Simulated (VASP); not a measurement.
Set up this calculation in VASP 6.6.1, as the native input.

| Property | Result |
| --- | --- |
| Task | single point |
| Functional | RPBE |
| Potentials or basis | VASP PAW PBE potentials, release 64 (K_sv, Mn_pv, As) |
| Cutoff | 520 eV |
| k mesh | 5 × 5 × 5 |
| Occupations | fermi-dirac, width 0.1 eV |
| Spin | no spin polarisation |
| Dipole correction | no |
| Further INCAR settings | ALGO = Normal; EDIFF = 1e-06; NBANDS = 48 |

The structure of KMn4As3 lies in POSCAR:

```
KMn4As3
1.0
    4.0313950000      0.0000000000      0.0000000000
   -2.0156980000      3.4912950000      0.0000000000
   -2.0156980000      1.1637650000     10.9213370000
K Mn As
1 4 3
Direct
    0.5000000000      0.5000000000      0.5000000000
    0.0902700000      0.9097300000      0.2708100000
    0.9097300000      0.0902700000      0.7291900000
    0.3017700000      0.6982300000      0.9053100000
    0.6982300000      0.3017700000      0.0946900000
    0.2290400000      0.7709600000      0.6871200000
    0.7709600000      0.2290400000      0.3128800000
    0.0000000000      0.0000000000      0.0000000000
```

One way to write it, as run:

INCAR

```
PREC = Accurate
ENCUT = 520
EDIFF = 1E-6
ISMEAR = -1
SIGMA = 0.1
LREAL = F
LASPH = T
NELM = 100
ALGO = Normal
ISIF = 2
LWAVE = F
LCHARG = T
GGA = RP
LELF = T
LVHAR = T
NBANDS = 48
```

KPOINTS

```
Automatic mesh
0
Gamma
  5 5 5
```

Potentials or basis: VASP PAW PBE potentials, release 64 (K_sv, Mn_pv, As).

Run with:

```sh
$ cat potpaw_PBE.64/K_sv/POTCAR potpaw_PBE.64/Mn_pv/POTCAR potpaw_PBE.64/As/POTCAR > POTCAR
$ mpirun -np 1 vasp_std > vasp.out
```

Results of the run:

```
Pressure               : -5.4 GPa
Largest force          : 2.352 eV/Å
Band gap on the k mesh : zero (bands 38 and 39 overlap by 0.16 eV)
```

Caveat: the k points lie up to 0.36 Å⁻¹ apart; the PAW data sets were made with another functional, which shifts forces and pressure a little; the run has no spin polarisation, though such a crystal can be magnetic.

Run time: 5.1 min on 1 thread of Oxide Virtual Turin-like Processor (shared host), peak memory 0.29 GiB.
